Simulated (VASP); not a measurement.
# CsC: single point with PBE

CsC:

```
Cs C
1.0
     0.00000    3.11005    3.11005
     3.11005    0.00000    3.11005
     3.11005    3.11005    0.00000
Cs C
1 1
Direct
  0.00000 0.00000 0.00000
  0.25000 0.25000 0.25000
```

```json
{"Program": "VASP 6.6.1", "Task": "single point", "Functional": "PBE", "Potentials or basis": "VASP PAW PBE potentials, release 64 (Cs_sv, C)", "Cutoff": "520 eV", "k mesh": "6 × 6 × 6", "Occupations": "methfessel-paxton, width 0.05 eV", "Spin": "no spin polarisation"}
```

```json
{
  "Pressure": "4.4 GPa"
}
```

Levels at points of the mesh, in eV from the Fermi level:
```
           k point  band 3  band 4  band 5  band 6  band 7  band 8  band 9  band 10
(0.00, 0.00, 0.00)   -7.83   -7.83   -7.83   -0.70   -0.70   -0.70    3.13     6.69
(0.50, 0.00, 0.00)   -8.06   -8.06   -6.46   -0.17   -0.17    0.47    4.90     6.41
(0.50, 0.50, 0.00)   -8.40   -8.40   -5.87   -1.14    0.92    0.92    4.34     5.04
```

Run time: 16 s on 1 thread of AMD EPYC 7R43 64-Core Processor (Zen 3), with other jobs on the host, peak memory 0.17 GiB.

Caveat: spin-orbit coupling is left out, which moves the levels of the heavy elements.
